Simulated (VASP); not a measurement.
# P (P6_3/mmc) in VASP: notebook, part 2 of 2

VASP 6.6.1. The steps go on from the part before.

### Step 3. Electric field gradients, PBE (14.18 Å³/atom)

This run uses another cell than the first one, of 14.18 Å³/atom.

INCAR

```
ALGO = Normal ; EDIFF = 1E-8
ENCUT = 520 ; GGA = PE
ISIF = 2 ; ISMEAR = -1
LASPH = T ; LCHARG = F
LEFG = T ; LREAL = F
LWAVE = F ; NBANDS = 12
NELM = 80 ; PREC = Accurate
SIGMA = 0.05
```

KPOINTS

```
k-points
0
Gamma
  15 15 8
```

POSCAR

```
P
1.0
    2.6826471823      0.0000000000      0.0000000000
   -1.3413235911      2.3232406092      0.0000000000
    0.0000000000      0.0000000000      4.5491341834
P
2
Direct
    0.3333333333      0.6666666667      0.2500000000
    0.6666666667      0.3333333333      0.7500000000
```

Potentials or basis: VASP PAW PBE potentials, release 64 (P).

On the command line:

```bash
$ cat potpaw_PBE.64/P/POTCAR > POTCAR
$ mpirun -np 1 vasp_std > vasp.out
```

OUTCAR:

```text
EDIFF = 1E-8
   ENCUT = 520
   GGA = PE
   ISIF = 2
   ISMEAR = -1
   LASPH = T
   LREAL = F
   NELM = 80
   PREC = Accurate

 ion  position               nearest neighbor table
   1  0.333  0.667  0.250-   2 2.75   2 2.75   2 2.75   2 2.75   2 2.75   2 2.75
   2  0.667  0.333  0.750-   1 2.75   1 2.75   1 2.75   1 2.75   1 2.75   1 2.75

  LATTYP: Found a hexagonal cell.
 ALAT       =     2.6826471823
 C/A-ratio  =     1.6957631303

  Lattice vectors:

 A1 = (   2.6826471823,   0.0000000000,   0.0000000000)
 A2 = (  -1.3413235911,   2.3232406092,   0.0000000000)
 A3 = (   0.0000000000,   0.0000000000,   4.5491341834)

Analysis of symmetry for initial positions (statically):
=====================================================================
 Subroutine PRICEL returns:
 Original cell was already a primitive cell.

 Routine SETGRP: Setting up the symmetry group for a
 hexagonal supercell.

 Subroutine GETGRP returns: Found 24 space group operations
 (whereof 12 operations were pure point group operations)
 out of a pool of 24 trial point group operations.

The static configuration has the point symmetry D_3d.
 The point group associated with its full space group is D_6h.

Analysis of symmetry for dynamics (positions and initial velocities):
=====================================================================
 Subroutine PRICEL returns:
 Original cell was already a primitive cell.

 Routine SETGRP: Setting up the symmetry group for a
 hexagonal supercell.

 Subroutine GETGRP returns: Found 24 space group operations
 (whereof 12 operations were pure point group operations)
 out of a pool of 24 trial point group operations.

The dynamic configuration has the point symmetry D_3d.
 The point group associated with its full space group is D_6h.

 Subroutine INISYM returns: Found 24 space group operations
 (whereof 12 operations are pure point group operations),
 and found     1 'primitive' translations

----------------------------------------------------------------------------------------

                                     Primitive cell

  volume of cell :      28.3522

  direct lattice vectors                    reciprocal lattice vectors
     2.682647182  0.000000000  0.000000000     0.372766127  0.215216624  0.000000000
    -1.341323591  2.323240609  0.000000000     0.000000000  0.430433247  0.000000000
     0.000000000  0.000000000  4.549134183     0.000000000  0.000000000  0.219822050

  length of vectors
     2.682647182  2.682647182  4.549134183     0.430433247  0.430433247  0.219822050

  position of ions in fractional coordinates (direct lattice)
     0.333333333  0.666666667  0.250000000
     0.666666667  0.333333333  0.750000000

  ion indices of the primitive-cell ions
   primitive index   ion index
                 1           1
                 2           2

----------------------------------------------------------------------------------------

 KPOINTS: k-points

Automatic generation of k-mesh.
 Grid dimensions read from file:
 generate k-points for:   15   15    8

 Generating k-lattice:

[... 82 lines left out ...]
  volume/ion in A,a.u.               =      14.18        95.66
  Fermi-wavevector in a.u.,A,eV,Ry     =   1.156679  2.185805 18.203305  1.337905
  Thomas-Fermi vector in A             =   2.293297
   LORBIT       =      0    0 simple, 1 ext, 2 COOP (PROOUT), +10 PAW based schemes
   GGA     = PE    functional components
   LHFCALC =     F    Hartree Fock is set to
   AEXX    =    0.0000 exact exchange contribution
   IVDW    =     0    specifies the selected vdW correction
   LEPSILON=     F    determine dielectric tensor
   LRPA    =     F    only Hartree local field effects (RPA)
 non-spin polarized calculation
  energy-cutoff  :      520.00
  volume of cell :       28.35
 maximum number of plane-waves:       780
 NGX is ok and might be reduce to    20
   NGX =  9   NGY =  9   NGZ = 17

 number of electron      10.0000000 magnetization

 number of electron       9.9999999 magnetization

 Free energy of the ion-electron system (eV)
  ---------------------------------------------------
  ext. energy  EPLUGINS =         0.00000000
  ---------------------------------------------------
  free energy    TOTEN  =        -9.12984383 eV

  energy without entropy =       -9.12223310  energy(sigma->0) =       -9.12603847

 E-fermi :  10.2097     XC(G=0): -11.5925

 val. band max:       10.1977070999   @ k =   0.4667   0.0667   0.0000
 cond. band min:      10.2191031287   @ k =   0.2667   0.2000   0.2500
 fundamental gap:      0.0213960288
 Fermi energy:        10.2097254653

 k-point     1 :       0.0000    0.0000    0.0000
  band No.  band energies     occupation
      1      -6.4520      2.00000
      2      -0.9532      2.00000
      3       1.8194      2.00000
      4      15.5232      0.00000
      5      15.5232      0.00000
      6      16.5567      0.00000
      7      17.2070      0.00000
      8      17.2070      0.00000
      9      20.6460      0.00000
     10      21.2625      0.00000
     11      22.1067      0.00000
     12      22.1067      0.00000
[... 331 lines left out ...]
 k-point    24 :       0.4000    0.2000    0.0000
  band No.  band energies     occupation
      1       0.0414      2.00000
      2       1.2550      2.00000
      3       5.3061      2.00000
      4       6.6078      2.00000
      5       6.9322      2.00000
      6       7.6865      2.00000
      7       9.5304      2.00000
      8      11.0248      0.00000
      9      15.2911      0.00000
     10      21.1338      0.00000
     11      24.0598      0.00000
     12      25.5367      0.00000

 [... further k-points ...]

------------------------ aborting loop because EDIFF is reached ----------------------------------------

  FORCE on cell =-STRESS in cart. coord.  units (eV):
  Direction    XX          YY          ZZ          XY          YZ          ZX
  --------------------------------------------------------------------------------------
  -------------------------------------------------------------------------------------
  Total        0.3931985      0.3931985      0.3812801      0.0000000      0.0000000      0.0000000
  in kB       22.2195857     22.2195857     21.5460792      0.0000000      0.0000000      0.0000000
  external PRESSURE =      21.9950835 kB  Pullay stress =       0.0000000 kB

 VOLUME and BASIS-vectors are now :
 -----------------------------------------------------------------------------
  energy-cutoff  :      520.00
  volume of cell :       28.35
      direct lattice vectors                 reciprocal lattice vectors
     2.682647182  0.000000000  0.000000000     0.372766127  0.215216624  0.000000000
    -1.341323591  2.323240609  0.000000000     0.000000000  0.430433247  0.000000000
     0.000000000  0.000000000  4.549134183     0.000000000  0.000000000  0.219822050

 POSITION                                       TOTAL-FORCE (eV/Angst)
 -----------------------------------------------------------------------------------
     -0.00000      1.54883      1.13728         0.000000     -0.000000      0.000000
      1.34132      0.77441      3.41185        -0.000000      0.000000      0.000000
 -----------------------------------------------------------------------------------
    total drift:                               -0.000000      0.000000     -0.000000

  FREE ENERGIE OF THE ION-ELECTRON SYSTEM (eV)
  ---------------------------------------------------
  free  energy   TOTEN  =        -9.1298438344 eV

  energy  without entropy=       -9.1222330998  energy(sigma->0) =       -9.12603847

 Electric field gradients (V/A^2)
---------------------------------------------------------------------
 ion       V_xx      V_yy      V_zz      V_xy      V_xz      V_yz
---------------------------------------------------------------------
   1       0.928     0.928    -1.856    -0.000     0.000    -0.000
   2       0.928     0.928    -1.856    -0.000    -0.000     0.000
---------------------------------------------------------------------

 Electric field gradients after diagonalization (V/A^2)
 (convention: |V_zz| > |V_xx| > |V_yy|)
----------------------------------------------------------------------
 ion       V_xx      V_yy      V_zz     asymmetry (V_yy - V_xx)/ V_zz
----------------------------------------------------------------------
   1       0.928     0.927    -1.856       0.000
   2       0.928     0.927    -1.856       0.000
----------------------------------------------------------------------

           NMR quadrupolar parameters

 Cq : quadrupolar parameter    Cq=e*Q*V_zz/h
 eta: asymmetry parameters     (V_yy - V_xx)/ V_zz
 Q  : nuclear electric quadrupole moment in mb (millibarn)
----------------------------------------------------------------------
 ion       Cq(MHz)       eta       Q (mb)
----------------------------------------------------------------------
   1      -0.004       0.000       1.000
   2      -0.004       0.000       1.000
----------------------------------------------------------------------
```

stdout:

```text
POSCAR found type information on POSCAR P
 POSCAR found :  1 types and       2 ions
 scaLAPACK will be used
 LDA part: xc-table for (Slater+PW92), standard interpolation
 POSCAR, INCAR and KPOINTS ok, starting setup
 FFT: planning ... GRIDC
 FFT: planning ... GRID_SOFT
 FFT: planning ... GRID
 WAVECAR not read
 entering main loop
ion   1

ion   2
```

Wall time 14 s (1 thread of Intel Xeon 6975P-C (Granite Rapids), shared host); peak memory 0.15 GiB.

What came out:

```
Free energy                             : -9.1298 eV
Pressure                                : 2.2 GPa
Band gap on the k mesh                  : zero (bands 5 and 6 overlap by 11.17 eV)
Largest electric field gradient by atom : P -1.9 V/Å²
```

Electric field gradients, principal values (V/Å²):
```
atom  least  middle  greatest (by size)
 1 P  0.927   0.928              -1.856
 2 P  0.927   0.928              -1.856
```

Caveat: without QUAD_EFG the Cq values of the log hold for a quadrupole moment of 1 mb, not for the nuclei.

### Step 4. Electric field gradients, PBE

This run uses another cell than the first one, of 14.54 Å³/atom.

INCAR

```
SYSTEM = P
ALGO     = Normal         ! electronic algorithm
EDIFF    = 1E-8           ! SCF threshold, eV
ENCUT    = 520            ! plane-wave cutoff, eV
GGA      = PE             ! functional
ISIF     = 2              ! what is computed and relaxed
ISMEAR   = -1             ! smearing method
LASPH    = .True.         ! aspherical terms in the spheres
LCHARG   = .False.        ! write CHGCAR
LEFG     = .True.       
LREAL    = .False.        ! projectors in reciprocal space
LWAVE    = .False.        ! write WAVECAR
NBANDS   = 12             ! bands
NELM     = 60             ! most SCF steps
PREC     = Accurate       ! precision mode
SIGMA    = 0.05           ! smearing width, eV
```

KPOINTS

```
k-points
0
Gamma
  15 15 8
  0 0 0
```

POSCAR

```
P
1.0
    2.7053825644      0.0000000000      0.0000000000
   -1.3526912822      2.3429300278      0.0000000000
    0.0000000000      0.0000000000      4.5876880062
P
2
Direct
    0.3333333333      0.6666666667      0.2500000000
    0.6666666667      0.3333333333      0.7500000000
```

Potentials or basis: VASP PAW PBE potentials, release 64 (P).

On the command line:

```bash
$ cat potpaw_PBE.64/P/POTCAR > POTCAR
$ mpirun -np 1 vasp_std > vasp.out
```

OUTCAR:

```text
SYSTEM = P
   EDIFF = 1E-8
   ENCUT = 520
   GGA = PE
   ISIF = 2
   ISMEAR = -1
   LASPH = .True.
   LREAL = .False.
   NELM = 60
   PREC = Accurate

 ion  position               nearest neighbor table
   1  0.333  0.667  0.250-   2 2.78   2 2.78   2 2.78   2 2.78   2 2.78   2 2.78
   2  0.667  0.333  0.750-   1 2.78   1 2.78   1 2.78   1 2.78   1 2.78   1 2.78

  LATTYP: Found a hexagonal cell.
 ALAT       =     2.7053825644
 C/A-ratio  =     1.6957631303

  Lattice vectors:

 A1 = (   2.7053825644,   0.0000000000,   0.0000000000)
 A2 = (  -1.3526912822,   2.3429300278,   0.0000000000)
 A3 = (   0.0000000000,   0.0000000000,   4.5876880062)

Analysis of symmetry for initial positions (statically):
=====================================================================
 Subroutine PRICEL returns:
 Original cell was already a primitive cell.

 Routine SETGRP: Setting up the symmetry group for a
 hexagonal supercell.

 Subroutine GETGRP returns: Found 24 space group operations
 (whereof 12 operations were pure point group operations)
 out of a pool of 24 trial point group operations.

The static configuration has the point symmetry D_3d.
 The point group associated with its full space group is D_6h.

Analysis of symmetry for dynamics (positions and initial velocities):
=====================================================================
 Subroutine PRICEL returns:
 Original cell was already a primitive cell.

 Routine SETGRP: Setting up the symmetry group for a
 hexagonal supercell.

 Subroutine GETGRP returns: Found 24 space group operations
 (whereof 12 operations were pure point group operations)
 out of a pool of 24 trial point group operations.

[... 506 lines left out ...]
      4       6.2959      2.00000
      5       6.6681      2.00000
      6       7.4012      2.00000
      7       9.2299      1.99999
      8      10.6068      0.00000
      9      14.9678      0.00000
     10      20.6411      0.00000
     11      23.4806      0.00000
     12      24.9360      0.00000

 [... further k-points ...]

------------------------ aborting loop because EDIFF is reached ----------------------------------------

  FORCE on cell =-STRESS in cart. coord.  units (eV):
  Direction    XX          YY          ZZ          XY          YZ          ZX
  --------------------------------------------------------------------------------------
  -------------------------------------------------------------------------------------
  Total       -0.0325671     -0.0325671     -0.0282785     -0.0000000     -0.0000000     -0.0000000
  in kB       -1.7943513     -1.7943513     -1.5580645     -0.0000000     -0.0000000     -0.0000000
  external PRESSURE =      -1.7155890 kB  Pullay stress =       0.0000000 kB

 VOLUME and BASIS-vectors are now :
 -----------------------------------------------------------------------------
  energy-cutoff  :      520.00
  volume of cell :       29.08
      direct lattice vectors                 reciprocal lattice vectors
     2.705382564  0.000000000  0.000000000     0.369633490  0.213407995  0.000000000
    -1.352691282  2.342930028  0.000000000     0.000000000  0.426815990  0.000000000
     0.000000000  0.000000000  4.587688006     0.000000000  0.000000000  0.217974718

 POSITION                                       TOTAL-FORCE (eV/Angst)
 -----------------------------------------------------------------------------------
     -0.00000      1.56195      1.14692         0.000000      0.000000      0.000000
      1.35269      0.78098      3.44077        -0.000000     -0.000000      0.000000
 -----------------------------------------------------------------------------------
    total drift:                               -0.000000      0.000000      0.000000

  FREE ENERGIE OF THE ION-ELECTRON SYSTEM (eV)
  ---------------------------------------------------
  free  energy   TOTEN  =        -9.1344954919 eV

  energy  without entropy=       -9.1265123551  energy(sigma->0) =       -9.13050392

 Electric field gradients (V/A^2)
---------------------------------------------------------------------
 ion       V_xx      V_yy      V_zz      V_xy      V_xz      V_yz
---------------------------------------------------------------------
   1       0.578     0.578    -1.156    -0.000     0.000    -0.000
   2       0.578     0.578    -1.156    -0.000    -0.000     0.000
---------------------------------------------------------------------

 Electric field gradients after diagonalization (V/A^2)
 (convention: |V_zz| > |V_xx| > |V_yy|)
----------------------------------------------------------------------
 ion       V_xx      V_yy      V_zz     asymmetry (V_yy - V_xx)/ V_zz
----------------------------------------------------------------------
   1       0.579     0.577    -1.156       0.001
   2       0.579     0.577    -1.156       0.001
----------------------------------------------------------------------

           NMR quadrupolar parameters

 Cq : quadrupolar parameter    Cq=e*Q*V_zz/h
 eta: asymmetry parameters     (V_yy - V_xx)/ V_zz
 Q  : nuclear electric quadrupole moment in mb (millibarn)
----------------------------------------------------------------------
 ion       Cq(MHz)       eta       Q (mb)
----------------------------------------------------------------------
   1      -0.003       0.001       1.000
   2      -0.003       0.001       1.000
----------------------------------------------------------------------
```

Run time: 15 s. Hardware: 1 thread of Intel Xeon 6975P-C (Granite Rapids), shared host; peak memory 0.15 GiB.

Results:

- Free energy: -9.1345 eV
- Pressure: -0.2 GPa
- Band gap on the k mesh: zero (bands 5 and 6 overlap by 10.82 eV)
- Largest electric field gradient by atom: P -1.2 V/Å²

Electric field gradients, principal values (V/Å²):
| atom | least | middle | greatest (by size) |
| --- | --- | --- | --- |
| 1 P | 0.577 | 0.579 | -1.156 |
| 2 P | 0.577 | 0.579 | -1.156 |

Caveat: without QUAD_EFG the Cq values of the log hold for a quadrupole moment of 1 mb, not for the nuclei.

### Step 5. Summary

| cell | gap on the mesh (eV) | pressure (GPa) |
| --- | --- | --- |
| a = 2.660, b = 2.660, c = 4.510 Å, angles 90.0, 90.0, 120.0°, 2 atoms | none | 5.0 |
| a = 2.683, b = 2.683, c = 4.549 Å, angles 90.0, 90.0, 120.0°, 2 atoms | none | 2.2 |
| a = 2.705, b = 2.705, c = 4.588 Å, angles 90.0, 90.0, 120.0°, 2 atoms | none | -0.2 |

Alike in all rows: task electric field gradients; level PBE; potentials or basis VASP PAW PBE potentials, release 64 (P); no spin polarisation; k mesh 15 × 15 × 8; cutoff (eV) 520; smearing fermi-dirac 0.05 eV.

Caveats: the cell stands under pressure (at least some runs).

Total energies depend on the potentials used, so only differences within one code and one set of settings carry meaning.
